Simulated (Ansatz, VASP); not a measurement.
ScAl3 in VASP and in Ansatz

```xyz
4
Lattice="-2.0183 2.0183 4.4352 2.0183 -2.0183 4.4352 2.0183 2.0183 -4.4352" Properties=species:S:1:pos:R:3 pbc="T T T"
Sc    0.0000    0.0000    0.0000
Al    0.0000    2.0183    2.2176
Al    2.0183    0.0000    2.2176
Al    0.0000    0.0000    4.4352
```

Alike in both runs: task single point; functional r2SCAN; k mesh 14 × 14 × 14; occupations gaussian, width 0.1 eV; no spin polarisation.

|  | VASP | Ansatz |
| --- | --- | --- |
| version | VASP 6.6.1 | Ansatz 0.2.0 |
| potentials or method | VASP PAW PBE potentials, release 64 (Sc_sv, Al), cutoff 520 eV | scalar-relativistic, plane waves, PAW |
| valence electrons in the cell | 20 | 20 |

```tsv
	VASP	Ansatz	Ansatz less VASP
gap on the k mesh at the Fermi level (eV)	none	none	-
pressure (GPa)	-2.3	-2.4	-0.01
traceless stress, the component that is largest in VASP (GPa)	-0.34	-0.33	+0.005
```

VASP's potentials were made for PBE, not for r2SCAN. A gap of «none» marks a metal or a gap that the smearing closes. With one functional, cell and mesh, what is left measures potentials, basis and numerics.
